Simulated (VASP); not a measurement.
# KC (P6_3/mmc) in VASP: a series of runs

The runs below take KC through relaxation of cell and atoms, single point, with PBE.

All numbers are computed with VASP 6.6.1; they aren't measurements. Logs are shortened: lines on timing, memory, paths and dates and some standing lists are left out, and cuts for length are marked.

**1. The cell of the first run**

It takes space group P6_3/mmc (No. 194, hexagonal). Conventional cell: a = 5.080 Å, b = 5.080 Å, c = 5.913 Å, α = 90.00°, β = 90.00°, γ = 120.00°. K (site symmetry -6m2) has 5 C at 2.93 to 2.96 Å within 3.9 Å. Within 3.9 Å of C (site symmetry -6m2) lie 5 K at 2.93 to 2.96 Å.

The cell was built from a structure type or drawn by symmetry, and may not be a known phase.

**2. Relaxation of cell and atoms, PBE**

File INCAR:

```
SYSTEM = KC
  PREC = Accurate
  ENCUT = 600
  EDIFF = 1E-7
  ISMEAR = 0
  SIGMA = 0.1
  LREAL = .FALSE.
  LASPH = .TRUE.
  NELM = 100
  ALGO = Normal
  ISIF = 3
  LWAVE = .FALSE.
  LCHARG = .FALSE.
  GGA = PE
  IBRION = 2
  NSW = 100
  EDIFFG = -0.01
```

File KPOINTS:

```
Automatic mesh
0
G
  12 12 8
  0 0 0
```

File POSCAR:

```
KC
1.0
    5.0799083590      0.0000000000      0.0000000000
   -2.5399541795      4.3993296878      0.0000000000
    0.0000000000      0.0000000000      5.9134723378
K C
2 2
Direct
    0.3333333333      0.6666666667      0.2500000000
    0.6666666667      0.3333333333      0.7500000000
    0.3333333333      0.6666666667      0.7500000000
    0.6666666667      0.3333333333      0.2500000000
```

Potentials or basis: VASP PAW PBE potentials, release 64 (K_sv, C).

Command:

```sh
$ cat potpaw_PBE.64/K_sv/POTCAR potpaw_PBE.64/C/POTCAR > POTCAR
$ mpirun -np 1 vasp_std > vasp.out
```

OUTCAR:

```text
SYSTEM = KC
   PREC = Accurate
   ENCUT = 600
   EDIFF = 1E-7
   ISMEAR = 0
   LREAL = .FALSE.
   LASPH = .TRUE.
   NELM = 100
   ISIF = 3
   GGA = PE
   IBRION = 2
   NSW = 100
   EDIFFG = -0.01

 ion  position               nearest neighbor table
   1  0.333  0.667  0.250-   4 2.93   4 2.93   4 2.93
   2  0.667  0.333  0.750-   3 2.93   3 2.93   3 2.93
   3  0.333  0.667  0.750-   2 2.93   2 2.93   2 2.93
   4  0.667  0.333  0.250-   1 2.93   1 2.93   1 2.93

  LATTYP: Found a hexagonal cell.
 ALAT       =     5.0799083590
 C/A-ratio  =     1.1640903575

  Lattice vectors:

 A1 = (   5.0799083590,   0.0000000000,   0.0000000000)
 A2 = (  -2.5399541795,   4.3993296878,   0.0000000000)
 A3 = (   0.0000000000,   0.0000000000,   5.9134723378)

Analysis of symmetry for initial positions (statically):
=====================================================================
 Subroutine PRICEL returns:
 Original cell was already a primitive cell.

 Routine SETGRP: Setting up the symmetry group for a
 hexagonal supercell.

 Subroutine GETGRP returns: Found 24 space group operations
 (whereof 12 operations were pure point group operations)
 out of a pool of 24 trial point group operations.

The static configuration has the point symmetry D_3d.
 The point group associated with its full space group is D_6h.

Analysis of symmetry for dynamics (positions and initial velocities):
=====================================================================
 Subroutine PRICEL returns:
 Original cell was already a primitive cell.

 Routine SETGRP: Setting up the symmetry group for a
 hexagonal supercell.

 Subroutine GETGRP returns: Found 24 space group operations
 (whereof 12 operations were pure point group operations)
 out of a pool of 24 trial point group operations.

The dynamic configuration has the point symmetry D_3d.
 The point group associated with its full space group is D_6h.

 Subroutine INISYM returns: Found 24 space group operations
 (whereof 12 operations are pure point group operations),
 and found     1 'primitive' translations

----------------------------------------------------------------------------------------

                                     Primitive cell

  volume of cell :     132.1554

[... 100 lines left out ...]
   POTIM  = 0.5000    time-step for ionic-motion
   TEBEG  =    0.0;   TEEND  =   0.0 temperature during run
   PSTRESS=    0.0 pullay stress
   NELECT =      26.0000    total number of electrons
   NUPDOWN=      -1.0000    fix difference up-down
   EMIN   =  10.00;   EMAX   =-10.00  energy-range for DOS
   EFERMI =   0.00;   METHOD = LEGACY
   ISMEAR =     0;   SIGMA  =   0.10  broadening in eV -4-tet -1-fermi 0-gaus
   EFERMI_NEDOS =   21; number of points for ismear=-14 and -15
   IALGO  =     38    algorithm
   IMIX   =      4    mixing-type and parameters
     AMIX     =   0.40;   BMIX     =  1.00
     AMIX_MAG =   1.60;   BMIX_MAG =  1.00
  volume/ion in A,a.u.               =      33.04       222.96
  Fermi-wavevector in a.u.,A,eV,Ry     =   0.952148  1.799298 12.334839  0.906585
  Thomas-Fermi vector in A             =   2.080684
   LORBIT       =      0    0 simple, 1 ext, 2 COOP (PROOUT), +10 PAW based schemes
   GGA     = PE    functional components
   LHFCALC =     F    Hartree Fock is set to
   AEXX    =    0.0000 exact exchange contribution
   IVDW    =     0    specifies the selected vdW correction
   LEPSILON=     F    determine dielectric tensor
   LRPA    =     F    only Hartree local field effects (RPA)
 conjugate gradient relaxation of ions
 non-spin polarized calculation
 Gauss-broadening in eV      SIGMA  =   0.10
  energy-cutoff  :      600.00
  volume of cell :      132.16
 maximum number of plane-waves:      4452
 NGX is ok and might be reduce to    42
   NGX = 21   NGY = 21   NGZ = 23

--------------------------------------- Ionic step        1  -------------------------------------------

 number of electron      26.0000000 magnetization

 Free energy of the ion-electron system (eV)
  ---------------------------------------------------
  ext. energy  EPLUGINS =         0.00000000
  ---------------------------------------------------
  free energy    TOTEN  =        -8.78367450 eV

  energy without entropy =       -8.69813809  energy(sigma->0) =       -8.74090630

------------------------ aborting loop because EDIFF is reached ----------------------------------------

  FORCE on cell =-STRESS in cart. coord.  units (eV):
  Direction    XX          YY          ZZ          XY          YZ          ZX
  --------------------------------------------------------------------------------------
  -------------------------------------------------------------------------------------
  Total        0.1483524      0.1483524      0.0216463     -0.0000000      0.0000000      0.0000000
  in kB        1.7985401      1.7985401      0.2624275     -0.0000000      0.0000000      0.0000000
  external PRESSURE =       1.2865026 kB  Pullay stress =       0.0000000 kB
[... 101 lines left out ...]
--------------------------------------- Ionic step        4  -------------------------------------------

 number of electron      25.9999999 magnetization

 Free energy of the ion-electron system (eV)
  ---------------------------------------------------
  ext. energy  EPLUGINS =         0.00000000
  ---------------------------------------------------
  free energy    TOTEN  =        -8.78456780 eV

  energy without entropy =       -8.69966354  energy(sigma->0) =       -8.74211567

 E-fermi :  -1.1135     XC(G=0):  -6.7567

 val. band max:       -1.1156749460   @ k =   0.2500   0.0833   0.1250
 cond. band min:      -1.1128687628   @ k =   0.2500  -0.0000   0.3750
 fundamental gap:      0.0028061832
 Fermi energy:        -1.1134944541

 k-point     1 :       0.0000    0.0000    0.0000
  band No.  band energies     occupation
      1     -30.4976      2.00000
      2     -30.4753      2.00000
      3     -14.1232      2.00000
      4     -14.0472      2.00000
      5     -14.0472      2.00000
      6     -13.9763      2.00000
[... 457 lines left out ...]
      4     -14.0646      2.00000
      5     -14.0616      2.00000
      6     -14.0444      2.00000
[... 9 lines left out ...]
     16      -0.7214      0.00000
     17       3.2969      0.00000

 [... further k-points ...]

------------------------ aborting loop because EDIFF is reached ----------------------------------------

  FORCE on cell =-STRESS in cart. coord.  units (eV):
  Direction    XX          YY          ZZ          XY          YZ          ZX
  --------------------------------------------------------------------------------------
  -------------------------------------------------------------------------------------
  Total        0.0034772      0.0034772     -0.0306269      0.0000000      0.0000000      0.0000000
  in kB        0.0416670      0.0416670     -0.3670033      0.0000000      0.0000000      0.0000000
  external PRESSURE =      -0.0945565 kB  Pullay stress =       0.0000000 kB
[... 19 lines left out ...]
  FREE ENERGIE OF THE ION-ELECTRON SYSTEM (eV)
  ---------------------------------------------------
  free  energy   TOTEN  =        -8.7845677984 eV

  energy  without entropy=       -8.6996635391  energy(sigma->0) =       -8.74211567

 reached required accuracy - stopping structural energy minimisation
```

OSZICAR:

```text
N       E                     dE             d eps       ncg     rms          rms(c)
DAV:   1     0.181913535794E+03    0.18191E+03   -0.12711E+04  3230   0.145E+03
DAV:   2     0.595374674116E+01   -0.17596E+03   -0.17388E+03  3903   0.354E+02
DAV:   3    -0.862746838862E+01   -0.14581E+02   -0.14344E+02  5729   0.805E+01
[... 41 lines left out ...]
DAV:   4    -0.878456675140E+01    0.37262E-05   -0.75003E-06  4825   0.234E-02    0.610E-03
DAV:   5    -0.878456735482E+01   -0.60341E-06   -0.14184E-06  3757   0.696E-03    0.176E-03
DAV:   6    -0.878456758836E+01   -0.23355E-06   -0.48963E-08  1615   0.212E-03    0.901E-04
DAV:   7    -0.878456773674E+01   -0.14837E-06   -0.17969E-08  1635   0.113E-03    0.256E-04
DAV:   8    -0.878456779840E+01   -0.61660E-07   -0.85256E-09  1615   0.650E-04
   4 F= -.87845678E+01 E0= -.87421157E+01  d E =-.437717E-04
```

Run time: 17 min. Hardware: 1 thread of AMD EPYC 7R43 (Zen 3), shared host; peak memory 0.42 GiB.

What came out:

```yaml
Free_energy: -8.7846 eV
Relaxed_volume: 33.43 Å³/atom
Relaxed_cell: a = 5.110 Å, b = 5.110 Å, c = 5.913 Å, α = 90.00°, β = 90.00°, γ = 120.00°
Space_group_after_relaxing_to_0.1_Å: P6_3/mmc (No. 194)
Energy_gained_by_relaxing: 0.2 meV/atom
Ionic_steps: 4
Pressure_after_relaxing: 0.0 GPa
Band_gap_on_the_k_mesh: zero (bands 13 and 14 overlap by 0.18 eV)
```

Step by step:
| step | energy change (eV) | largest force (eV/Å) | pressure (GPa) | volume (Å³) |
| --- | --- | --- | --- | --- |
| 1 | 0.0000 | 0.0000 | 0.13 | 132.16 |
| 2 | -0.0005 | 0.0000 | 0.08 | 132.66 |
| 3 | -0.0008 | 0.0000 | -0.02 | 133.76 |
| 4 | -0.0009 | 0.0000 | -0.01 | 133.70 |

Final structure:
```xyz
4
Lattice="5.1099 0.0000 0.0000 -2.5550 4.4253 0.0000 0.0000 0.0000 5.9127" Properties=species:S:1:pos:R:3 pbc="T T T"
K     0.0000    2.9502    1.4782
K     2.5550    1.4751    4.4345
C     0.0000    2.9502    4.4345
C     2.5550    1.4751    1.4782
```

**3. Single point, PBE**

This run uses another cell than the first one, of 25.16 Å³/atom.

File INCAR:

```
SYSTEM = KC
PREC = Accurate
ENCUT = 520
EDIFF = 1E-6
ISMEAR = 0
SIGMA = 0.1
LREAL = .FALSE.
LASPH = .TRUE.
NELM = 100
ALGO = Normal
ISIF = 2
LWAVE = .FALSE.
LCHARG = .FALSE.
GGA = PE
NBANDS = 21
```

File KPOINTS:

```
regular mesh
0
G
  6 6 4
  0 0 0
```

File POSCAR:

```
KC
1.0
    4.3786409800      0.0000000000      0.0000000000
   -2.1893204900      3.7920143200      0.0000000000
    0.0000000000      0.0000000000      6.0605287400
K C
2 2
Direct
    0.3333333300      0.6666666700      0.2500000000
    0.6666666700      0.3333333300      0.7500000000
    0.3333333300      0.6666666700      0.7500000000
    0.6666666700      0.3333333300      0.2500000000
```

Potentials or basis: VASP PAW PBE potentials, release 64 (K_sv, C).

Command:

```sh
$ cat potpaw_PBE.64/K_sv/POTCAR potpaw_PBE.64/C/POTCAR > POTCAR
$ mpirun -np 1 vasp_std > vasp.out
```

It took 81 s on 1 thread of AMD EPYC 7R43 (Zen 3), shared host; peak memory 0.2 GiB.

Results (log left out):

```yaml
Free_energy: -8.0741 eV
Pressure: 6.0 GPa
Band_gap_on_the_k_mesh: zero (bands 13 and 14 overlap by 0.30 eV)
```

Stress tensor (GPa, compression positive):
```
8.33 0.00 0.00
0.00 8.33 0.00
0.00 0.00 1.33
```

Levels at points of the mesh, in eV from the Fermi level:
```
           k point  band 10  band 11  band 12  band 13  band 14  band 15  band 16  band 17
(0.00, 0.00, 0.00)    -8.31    -0.50    -0.10    -0.10    -0.08    -0.08     0.79     3.93
(0.50, 0.00, 0.00)    -7.76    -0.71    -0.17    -0.16     0.12     0.30     0.64     5.15
(0.00, 0.00, 0.50)    -8.38    -0.36    -0.36    -0.12    -0.12    -0.12    -0.12     5.44
(0.50, 0.00, 0.50)    -7.72    -0.90    -0.90     0.06     0.06     0.43     0.43     5.38
```

Caveat: the cell stands under pressure.
